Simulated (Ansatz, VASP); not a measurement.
SnSe in VASP and in Ansatz

Contents of POSCAR:

```
SnSe
1.0
    0.0000000000      3.0021131514      3.0021131514
    3.0021131514      0.0000000000      3.0021131514
    3.0021131514      3.0021131514      0.0000000000
Sn Se
1 1
Direct
    0.0000000000      0.0000000000      0.0000000000
    0.5000000000      0.5000000000      0.5000000000
```

Contents of INCAR.step1:

```
SYSTEM = SnSe
PREC     = Accurate       ! precision mode
ENCUT    = 520            ! plane-wave cutoff, eV
EDIFF    = 1E-5           ! SCF threshold, eV
ISMEAR   = 0              ! smearing method
SIGMA    = 0.01           ! smearing width, eV
LREAL    = .False.        ! projectors in reciprocal space
LASPH    = .True.         ! aspherical terms in the spheres
NELM     = 60             ! most SCF steps
ALGO     = Normal         ! electronic algorithm
ISIF     = 2              ! what is computed and relaxed
LWAVE    = .True.         ! write WAVECAR
GGA      = PE             ! functional
NBANDS   = 17             ! bands
```

File INCAR.step2:

```
SYSTEM = SnSe
PREC     = Accurate       ! precision mode
ENCUT    = 520            ! plane-wave cutoff, eV
EDIFF    = 1E-6           ! SCF threshold, eV
ISMEAR   = 0              ! smearing method
SIGMA    = 0.01           ! smearing width, eV
LREAL    = .False.        ! projectors in reciprocal space
LASPH    = .True.         ! aspherical terms in the spheres
NELM     = 60             ! most SCF steps
ALGO     = Normal         ! electronic algorithm
ISIF     = 2              ! what is computed and relaxed
LWAVE    = .False.        ! write WAVECAR
LCHARG   = .True.         ! write CHGCAR
GGA      = PE             ! functional
LHFCALC  = .True.         ! exact exchange
AEXX     = 1.0            ! exact-exchange fraction
HFSCREEN = 0.3            ! screening, 1/A
PRECFOCK = Normal       
LELF     = .True.         ! ELF
LVHAR    = .True.       
ISTART   = 1            
NBANDS   = 17             ! bands
ALDAC    = 1.0          
AGGAC    = 1.0
```

Contents of KPOINTS:

```
regular mesh
0
Gamma
  4 4 4
  0 0 0
```

Input for Ansatz:

```yaml
crystal:
  lattice:
    - [0.0, 3.0021131514, 3.0021131514]
    - [3.0021131514, 0.0, 3.0021131514]
    - [3.0021131514, 3.0021131514, 0.0]
  atoms:
    - { symbol: Sn, position: [0.0, 0.0, 0.0] }
    - { symbol: Se, position: [0.5, 0.5, 0.5] }
kpoints:
  mp_grid: { grid: [4, 4, 4] }
hamiltonian:
  xc: { exchange: pbe, correlation: pbe, exx: { coeff: 1.0, omega: 0.3 } }
scf:
  occupations: { method: fixed }
  n_extra_bands: 4
output:
  forces: true
  stress: true
  eigenvalues: true
```

Alike in both runs: task single point; functional PBE-based screened hybrid; k mesh 4 × 4 × 4; no spin polarisation.

|  | VASP | Ansatz |
| --- | --- | --- |
| version | VASP 6.6.1 | Ansatz 0.2.0 |
| potentials or method | VASP PAW PBE potentials, release 64 (Sn_d, Se) | plane waves |
| plane-wave cutoff (eV) | 520 | 420 |
| occupations | gaussian, width 0.01 eV | fixed |
| valence electrons in the cell | 20 | 30 |

```csv
,VASP,Ansatz,Ansatz less VASP
gap on the k mesh at the Fermi level (eV),0.12,0.20,+0.082
pressure (GPa),-4.6,-4.3,+0.29
```

VASP's potentials were made for PBE, not for PBE-based screened hybrid. VASP's potentials hold 20 valence electrons a cell and Ansatz's 30, so a difference there can come from the potentials and not from the codes. Ansatz's warnings: stress exchange threshold loose, stress scf threshold loose.

The k mesh is coarse, so the values compare programs but aren't converged.
